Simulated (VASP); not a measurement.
SiO2: single point with PBE

SiO2:

```
CELL_PARAMETERS angstrom
6.58004 0.00000 0.00000
0.00000 6.58004 0.00000
0.00000 0.00000 8.21504
ATOMIC_POSITIONS crystal
Si 0.46312 0.75941 0.40271
Si 0.53688 0.75941 0.90271
Si 0.75941 0.53688 0.59729
Si 0.24059 0.46312 0.59729
Si 0.75941 0.46312 0.09729
Si 0.46312 0.24059 0.90271
Si 0.24059 0.53688 0.09729
Si 0.53688 0.24059 0.40271
O 0.66826 0.66826 0.75000
O 0.66887 0.30576 0.56572
O 0.66887 0.69424 0.06572
O 0.50000 0.00000 0.88001
O 0.69424 0.33113 0.93428
O 0.66826 0.33174 0.25000
O 0.30576 0.33113 0.43428
O 0.33113 0.69424 0.56572
O 0.30576 0.66887 0.93428
O 0.33174 0.66826 0.25000
O 0.33174 0.33174 0.75000
O 0.00000 0.50000 0.11999
O 0.50000 0.00000 0.38001
O 0.69424 0.66887 0.43428
O 0.33113 0.30576 0.06572
O 0.00000 0.50000 0.61999
```

| Property | Result |
| --- | --- |
| Program | VASP 6.6.1 |
| Task | single point |
| Functional | PBE |
| Potentials or basis | VASP PAW PBE potentials, release 64 (Si, O) |
| Cutoff | 520 eV |
| k mesh | 4 × 4 × 4 |
| Occupations | gaussian, width 0.02 eV |
| Spin | no spin polarisation |

The pressure is 0.1 GPa, the largest force is 0.073 eV/Å and the band gap on the k mesh is 5.25 eV, direct.

Forces in eV/Å, atoms in the order of the input:
```
Si  -0.005  0.055 -0.047
Si   0.005  0.055 -0.047
Si   0.055  0.005  0.047
Si  -0.055 -0.005  0.047
Si   0.055 -0.005  0.047
Si  -0.005 -0.055 -0.047
Si  -0.055  0.005  0.047
Si   0.005 -0.055 -0.047
O   -0.008 -0.008  0.000
O   -0.005 -0.009  0.009
O   -0.005  0.009  0.009
O    0.000  0.000  0.011
O    0.009  0.005 -0.009
O   -0.008  0.008  0.000
O   -0.009  0.005 -0.009
O    0.005  0.009  0.009
O   -0.009 -0.005 -0.009
O    0.008 -0.008  0.000
O    0.008  0.008  0.000
O    0.000  0.000 -0.011
O    0.000  0.000  0.011
O    0.009 -0.005 -0.009
O    0.005 -0.009  0.009
O    0.000  0.000 -0.011
```

Levels at points of the mesh, in eV from the valence-band top:
| k point | band 61 | band 62 | band 63 | band 64 | band 65 | band 66 | band 67 | band 68 |
| --- | --- | --- | --- | --- | --- | --- | --- | --- |
| (0.00, 0.00, 0.00) | -0.34 | -0.27 | -0.27 | 0.00 | 5.25 | 7.81 | 7.81 | 8.06 |
| (0.50, 0.00, 0.00) | -0.36 | -0.25 | -0.25 | -0.08 | 6.23 | 7.00 | 7.31 | 8.11 |
| (0.50, 0.50, 0.00) | -0.37 | -0.24 | -0.22 | -0.15 | 7.13 | 7.13 | 7.31 | 7.87 |
| (0.00, 0.00, 0.50) | -0.45 | -0.45 | -0.36 | -0.36 | 6.16 | 6.16 | 8.22 | 8.22 |
| (0.50, 0.00, 0.50) | -0.40 | -0.40 | -0.28 | -0.28 | 7.05 | 7.05 | 7.34 | 7.34 |
| (0.50, 0.50, 0.50) | -0.46 | -0.46 | -0.17 | -0.17 | 7.48 | 7.48 | 7.95 | 7.95 |

Run time: 8.5 min on 1 thread of AMD EPYC 9R14 (Zen 4) (shared host), peak memory 0.56 GiB.

A k mesh can miss the band edges. PBE gaps usually lie below the measured ones, often by a third to a half.
